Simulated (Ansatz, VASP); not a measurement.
## Two plane-wave programs on Ti4C

```
Ti C
1.0
     4.95417    0.00000    0.00000
    -2.47708    4.29044    0.00000
     0.00000    0.00000    3.90864
Ti C
4 1
Direct
  0.50000 0.00000 0.50000
  0.00000 0.50000 0.50000
  0.50000 0.50000 0.50000
  0.00000 0.00000 0.00000
  0.00000 0.00000 0.50000
```

Alike in both runs: functional PBE; k mesh 6 × 6 × 4; occupations gaussian, width 0.1 eV; no spin polarisation.

Ansatz relaxed the structure, and its values are those at the end. VASP's run is a single point on that final structure, the one shown.

|  | VASP | Ansatz |
| --- | --- | --- |
| version | VASP 6.6.1 | Ansatz 0.2.0 |
| potentials or method | VASP PAW PBE potentials, release 64 (Ti_sv, C), cutoff 520 eV | scalar-relativistic, plane waves, PAW |
| valence electrons in the cell | 52 | 52 |

|  | VASP | Ansatz | Ansatz less VASP |
| --- | --- | --- | --- |
| gap on the k mesh at the Fermi level (eV) | none | none | - |
| pressure (GPa) | -0.2 | -0.1 | +0.01 |

A gap of «none» marks a metal or a gap that the smearing closes.

The k mesh is coarse, so the values compare programs but aren't converged.
